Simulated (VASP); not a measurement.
# Al (Fm-3m) in VASP: notebook

Al is run at these levels: PBEsol; tasks: elastic constants.

All numbers are computed with VASP 6.6.1; they aren't measurements. Logs are shortened: lines on timing, memory, paths and dates and some standing lists are left out, and cuts for length are marked.

## 1. The cell of the first run

The structure is cubic, space group Fm-3m (No. 225). The conventional cell has a = 3.983 Å, b = 3.983 Å, c = 3.983 Å, α = 90.00°, β = 90.00°, γ = 90.00°. Within 3.7 Å of Al (site symmetry m-3m) lie 12 Al at 2.82 Å.

## 2. Elastic constants, PBEsol

The input, INCAR:

```
SYSTEM = Al
  ALGO = Normal
  EDIFF = 1E-8
  ENCUT = 600
  GGA = PS
  IBRION = 6
  ISIF = 3
  ISMEAR = -1
  LASPH = .True.
  LCHARG = .True.
  LREAL = .False.
  LWAVE = .False.
  NELM = 60
  NFREE = 2
  NSW = 1
  POTIM = 0.015
  PREC = Accurate
  SIGMA = 0.05
```

The input, KPOINTS:

```
k-points
0
Gamma
  24 24 24
  0 0 0
```

The input, POSCAR:

```
Al
1.0
    0.0000000000      1.9916536633      1.9916536633
    1.9916536633      0.0000000000      1.9916536633
    1.9916536633      1.9916536633      0.0000000000
Al
1
Direct
    0.0000000000      0.0000000000      0.0000000000
```

Potentials or basis: VASP PAW PBE potentials, release 64 (Al).

Run with:

```
> cat potpaw_PBE.64/Al/POTCAR > POTCAR
> mpirun -np 1 vasp_std > vasp.out
```

OUTCAR:

```text
SYSTEM = Al
   EDIFF = 1E-8
   ENCUT = 600
   GGA = PS
   IBRION = 6
   ISIF = 3
   ISMEAR = -1
   LASPH = .True.
   LREAL = .False.
   NELM = 60
   NFREE = 2
   NSW = 1
   POTIM = 0.015
   PREC = Accurate

 ion  position               nearest neighbor table
   1  0.000  0.000  0.000-

  LATTYP: Found a face centered cubic cell.
 ALAT       =     3.9833073266

  Lattice vectors:

 A1 = (   0.0000000000,   1.9916536633,   1.9916536633)
 A2 = (   1.9916536633,   0.0000000000,   1.9916536633)
 A3 = (   1.9916536633,   1.9916536633,   0.0000000000)

Analysis of symmetry for initial positions (statically):
=====================================================================
 Subroutine PRICEL returns:
 Original cell was already a primitive cell.

 Routine SETGRP: Setting up the symmetry group for a
 face centered cubic supercell.

 Subroutine GETGRP returns: Found 48 space group operations
 (whereof 48 operations were pure point group operations)
 out of a pool of 48 trial point group operations.

The static configuration has the point symmetry O_h .

Analysis of symmetry for dynamics (positions and initial velocities):
=====================================================================
 Subroutine PRICEL returns:
 Original cell was already a primitive cell.

 Routine SETGRP: Setting up the symmetry group for a
 face centered cubic supercell.

 Subroutine GETGRP returns: Found 48 space group operations
 (whereof 48 operations were pure point group operations)
 out of a pool of 48 trial point group operations.

The dynamic configuration has the point symmetry O_h .

 Subroutine INISYM returns: Found 48 space group operations
 (whereof 48 operations are pure point group operations),
 and found     1 'primitive' translations

----------------------------------------------------------------------------------------

                                     Primitive cell

  volume of cell :      15.8005

  direct lattice vectors                    reciprocal lattice vectors
     0.000000000  1.991653663  1.991653663    -0.251047664  0.251047664  0.251047664
     1.991653663  0.000000000  1.991653663     0.251047664 -0.251047664  0.251047664
     1.991653663  1.991653663  0.000000000     0.251047664  0.251047664 -0.251047664

  length of vectors
     2.816623622  2.816623622  2.816623622     0.434827309  0.434827309  0.434827309

  position of ions in fractional coordinates (direct lattice)
     0.000000000  0.000000000  0.000000000

  ion indices of the primitive-cell ions
   primitive index   ion index
                 1           1

----------------------------------------------------------------------------------------

 KPOINTS: k-points

Automatic generation of k-mesh.
 Grid dimensions read from file:
 generate k-points for:   24   24   24

 Generating k-lattice:

  Cartesian coordinates                     Fractional coordinates (reciprocal lattice)
    -0.010460319  0.010460319  0.010460319     0.041666667  0.000000000  0.000000000
     0.010460319 -0.010460319  0.010460319     0.000000000  0.041666667  0.000000000
     0.010460319  0.010460319 -0.010460319     0.000000000  0.000000000  0.041666667

  Length of vectors
[... 81 lines left out ...]
   LHFCALC =     F    Hartree Fock is set to
   AEXX    =    0.0000 exact exchange contribution
   IVDW    =     0    specifies the selected vdW correction
   LEPSILON=     F    determine dielectric tensor
   LRPA    =     F    only Hartree local field effects (RPA)
 finite differences with symmetry
 non-spin polarized calculation
  energy-cutoff  :      600.00
  volume of cell :       15.80
 maximum number of plane-waves:       544
   NGX = 11   NGY = 11   NGZ = 11

--------------------------------------- Ionic step        1  -------------------------------------------

 number of electron       3.0000000 magnetization

 Free energy of the ion-electron system (eV)
  ---------------------------------------------------
  ext. energy  EPLUGINS =         0.00000000
  ---------------------------------------------------
  free energy    TOTEN  =        -4.09021188 eV

  energy without entropy =       -4.08660832  energy(sigma->0) =       -4.08841010

------------------------ aborting loop because EDIFF is reached ----------------------------------------

  FORCE on cell =-STRESS in cart. coord.  units (eV):
  Direction    XX          YY          ZZ          XY          YZ          ZX
  --------------------------------------------------------------------------------------
  -------------------------------------------------------------------------------------
  Total        0.2011924      0.2011924      0.2011924      0.0000000      0.0000000     -0.0000000
  in kB       20.4009615     20.4009615     20.4009615      0.0000000      0.0000000     -0.0000000
  external PRESSURE =      20.4009615 kB  Pullay stress =       0.0000000 kB
[... 86 lines left out ...]
  FREE ENERGIE OF THE ION-ELECTRON SYSTEM (eV)
  ---------------------------------------------------
  free  energy   TOTEN  =        -4.0858258667 eV

  energy  without entropy=       -4.0824173568  energy(sigma->0) =       -4.08412161

[... ionic steps 4 to 12 ...]

--------------------------------------- Ionic step       13  -------------------------------------------

 number of electron       3.0000000 magnetization

------------------------ aborting loop because EDIFF is reached ----------------------------------------
[... 65 lines left out ...]
--------------------------------------- Ionic step       15  -------------------------------------------

 number of electron       3.0000000 magnetization

 Free energy of the ion-electron system (eV)
  ---------------------------------------------------
  ext. energy  EPLUGINS =         0.00000000
  ---------------------------------------------------
  free energy    TOTEN  =        -4.09021188 eV

  energy without entropy =       -4.08660832  energy(sigma->0) =       -4.08841010

 E-fermi :   8.4209     XC(G=0): -10.4159

 val. band max:        8.4191072395   @ k =  -0.4583   0.3333   0.0417
 cond. band min:       8.4306199613   @ k =  -0.4167   0.3750   0.0000
 fundamental gap:      0.0115127218
 Fermi energy:         8.4209347048

 k-point     1 :       0.0000    0.0000    0.0000
  band No.  band energies     occupation
      1      -3.0244      2.00000
      2      21.2441      0.00000
      3      21.2441      0.00000
      4      21.2441      0.00000
      5      23.0693      0.00000
[... 177 lines left out ...]
 k-point    24 :       0.4583    0.0417    0.0000
  band No.  band energies     occupation
      1       2.4310      2.00000
      2       5.4136      2.00000
      3      18.9316      0.00000
      4      19.4281      0.00000
      5      20.2118      0.00000

 [... further k-points ...]
[... 5 lines left out ...]
  --------------------------------------------------------------------------------------
  -------------------------------------------------------------------------------------
  Total        0.2011924      0.2011924      0.2011924      0.0000000     -0.0000000      0.0000000
  in kB       20.4009609     20.4009609     20.4009609      0.0000000     -0.0000000      0.0000000
  external PRESSURE =      20.4009609 kB  Pullay stress =       0.0000000 kB
[... 16 lines left out ...]
  FREE ENERGIE OF THE ION-ELECTRON SYSTEM (eV)
  ---------------------------------------------------
  free  energy   TOTEN  =        -4.0902118777 eV

  energy  without entropy=       -4.0866083162  energy(sigma->0) =       -4.08841010

 INTERNAL STRAIN TENSORS FROM STRAINED CELLS
 ============================================

 INTERNAL STRAIN TENSOR FOR ION    1 for displacements in x,y,z  (eV/Angst):
          X           Y           Z          XY          YZ          ZX
  --------------------------------------------------------------------------------
  x    -0.00000     0.00000    -0.00000     0.00000    -0.00000     0.00000
  y     0.00000     0.00000    -0.00000    -0.00000    -0.00000     0.00000
  z    -0.00000    -0.00000    -0.00000     0.00000     0.00000     0.00000

 INTERNAL STRAIN TENSORS FROM DISPLACED ATOMS
 ============================================

 INTERNAL STRAIN TENSOR FOR ION    1 for displacements in x,y,z  (eV/Angst):
          X           Y           Z          XY          YZ          ZX
  --------------------------------------------------------------------------------
  x     0.00000     0.00000     0.00000     0.00000     0.00000     0.00000
  y     0.00000     0.00000     0.00000     0.00000     0.00000     0.00000
  z     0.00000     0.00000     0.00000     0.00000     0.00000     0.00000

 Eigenvectors and eigenvalues of the dynamical matrix
 ----------------------------------------------------

   1 f/i=    0.000000 THz     0.000000 2PiTHz    0.000000 cm-1     0.000000 meV
             X         Y         Z           dx          dy          dz
      0.000000  0.000000  0.000000     0.707107   -0.707107    0.000000

   2 f/i=    0.000000 THz     0.000000 2PiTHz    0.000000 cm-1     0.000000 meV
             X         Y         Z           dx          dy          dz
      0.000000  0.000000  0.000000    -0.707107   -0.707107    0.000000

   3 f/i=    0.000000 THz     0.000000 2PiTHz    0.000000 cm-1     0.000000 meV
             X         Y         Z           dx          dy          dz
      0.000000  0.000000  0.000000     0.000000    0.000000    1.000000

--------------------------------------------------------------------------------------------------------

 ELASTIC MODULI CONTR FROM IONIC RELAXATION (kBar)
 Direction    XX          YY          ZZ          XY          YZ          ZX
 --------------------------------------------------------------------------------
 XX           0.0000      0.0000      0.0000      0.0000      0.0000      0.0000
 YY           0.0000      0.0000      0.0000      0.0000      0.0000      0.0000
 ZZ           0.0000      0.0000      0.0000      0.0000      0.0000      0.0000
 XY           0.0000      0.0000      0.0000      0.0000      0.0000      0.0000
 YZ           0.0000      0.0000      0.0000      0.0000      0.0000      0.0000
 ZX           0.0000      0.0000      0.0000      0.0000      0.0000      0.0000
 --------------------------------------------------------------------------------

 TOTAL ELASTIC MODULI (kBar)
 Direction    XX          YY          ZZ          XY          YZ          ZX
 --------------------------------------------------------------------------------
 XX        1169.6871    759.2758    759.2758      0.0000     -0.0000     -0.0000
 YY         759.2758   1169.6871    759.2758     -0.0000      0.0000      0.0000
 ZZ         759.2758    759.2758   1169.6871     -0.0000      0.0000      0.0000
 XY           0.0000     -0.0000     -0.0000    251.0738      0.0000      0.0000
 YZ          -0.0000      0.0000      0.0000      0.0000    251.0738      0.0000
 ZX          -0.0000      0.0000      0.0000      0.0000      0.0000    251.0738
 --------------------------------------------------------------------------------
```

Run time: 24 min. Hardware: 1 thread of Oxide Virtual Turin-like, shared host; peak memory 0.65 GiB.

What came out:

```yaml
Elastic_constants_C11_C12_C44: 117, 76, 25 GPa
Voigt_bulk_modulus: 90 GPa
```

Elastic tensor in Voigt notation (GPa, in the Cartesian axes of the cell as first typed):
```
117  76  76   0   0   0
 76 117  76   0   0   0
 76  76 117   0   0   0
  0   0   0  25   0   0
  0   0   0   0  25   0
  0   0   0   0   0  25
```

Clamped-ion elastic tensor (GPa):
```
117  76  76   0   0   0
 76 117  76   0   0   0
 76  76 117   0   0   0
  0   0   0  25   0   0
  0   0   0   0  25   0
  0   0   0   0   0  25
```

Caveat: the cell is under stress, which shifts elastic constants; the PAW data sets were made with another functional, which shifts forces and pressure a little.

## 3. Elastic constants, PBEsol

This run uses another cell than the first one, of 15.98 Å³/atom.

The input, INCAR:

```
PREC = Accurate ; ENCUT = 600
EDIFF = 1E-8 ; ISMEAR = -1
SIGMA = 0.05 ; LREAL = F
LASPH = T ; NELM = 60
ALGO = Normal ; ISIF = 3
LWAVE = F ; LCHARG = F
GGA = PS ; IBRION = 6
NFREE = 2 ; POTIM = 0.015
NSW = 1
```

The input, KPOINTS:

```
regular mesh
0
Gamma
  24 24 24
```

The input, POSCAR:

```
Al
1.0
    0.0000000000      1.9990627627      1.9990627627
    1.9990627627      0.0000000000      1.9990627627
    1.9990627627      1.9990627627      0.0000000000
Al
1
Direct
    0.0000000000      0.0000000000      0.0000000000
```

Potentials or basis: VASP PAW PBE potentials, release 64 (Al).

Run with:

```
> cat potpaw_PBE.64/Al/POTCAR > POTCAR
> mpirun -np 1 vasp_std > vasp.out
```

It took 21 min on 1 thread of Oxide Virtual Turin-like, shared host; peak memory 0.65 GiB.

The run converged. Its results:

```yaml
Elastic_constants_C11_C12_C44: 110, 74, 22 GPa
Voigt_bulk_modulus: 86 GPa
```

Elastic tensor in Voigt notation (GPa, in the Cartesian axes of the cell as first typed):
```
110  74  74   0   0   0
 74 110  74   0   0   0
 74  74 110   0   0   0
  0   0   0  22   0   0
  0   0   0   0  22   0
  0   0   0   0   0  22
```

Clamped-ion elastic tensor (GPa):
```
110  74  74   0   0   0
 74 110  74   0   0   0
 74  74 110   0   0   0
  0   0   0  22   0   0
  0   0   0   0  22   0
  0   0   0   0   0  22
```

Caveat: the cell is under stress, which shifts elastic constants; the PAW data sets were made with another functional, which shifts forces and pressure a little.
